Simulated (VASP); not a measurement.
# CdI2: single point with PBE

The system is CdI2.

```
Cd I
1.0
     4.32971    0.00000    0.00000
    -2.16486    3.74964    0.00000
     0.00000    0.00000    7.81513
Cd I
1 2
Direct
  0.00000 0.00000 0.00000
  0.33333 0.66667 0.21995
  0.66667 0.33333 0.78005
```

```json
{
  "Program": "VASP 6.6.1",
  "Task": "single point",
  "Functional": "PBE",
  "Potentials or basis": "VASP PAW PBE potentials, release 64 (Cd, I)",
  "Cutoff": "500 eV",
  "k mesh": "10 × 10 × 6",
  "Occupations": "gaussian, width 0.05 eV",
  "Spin": "no spin polarisation"
}
```

The pressure is 0.1 GPa, the largest force is 0.018 eV/Å and the band gap on the k mesh is 2.42 eV (least direct gap 2.54 eV).

Forces in eV/Å, atoms in the order of the input:
```
Cd   0.000  0.000  0.000
I    0.000  0.000  0.018
I    0.000  0.000 -0.018
```

Levels at points of the mesh, in eV from the valence-band top:
```csv
k point,band 11,band 12,band 13,band 14,band 15,band 16
"(0.00, 0.00, 0.00)",-0.26,-0.04,-0.04,2.49,4.54,6.27
"(0.50, 0.00, 0.00)",-1.27,-0.42,-0.16,2.53,5.10,6.32
"(0.00, 0.00, 0.50)",-0.28,-0.02,-0.02,3.11,4.50,6.22
"(0.50, 0.00, 0.50)",-1.23,-0.39,-0.22,2.42,5.13,6.06
```

Run time: 71 s on 1 thread of AMD EPYC 9R45 96-Core Processor (Zen 5), with other jobs on the host, peak memory 0.31 GiB.

Caveat: spin-orbit coupling is left out, which moves the levels of the heavy elements; this functional lacks dispersion, which binds layers or chains, so the pressure and a relaxed spacing across them are unreliable. A k mesh can miss the band edges.
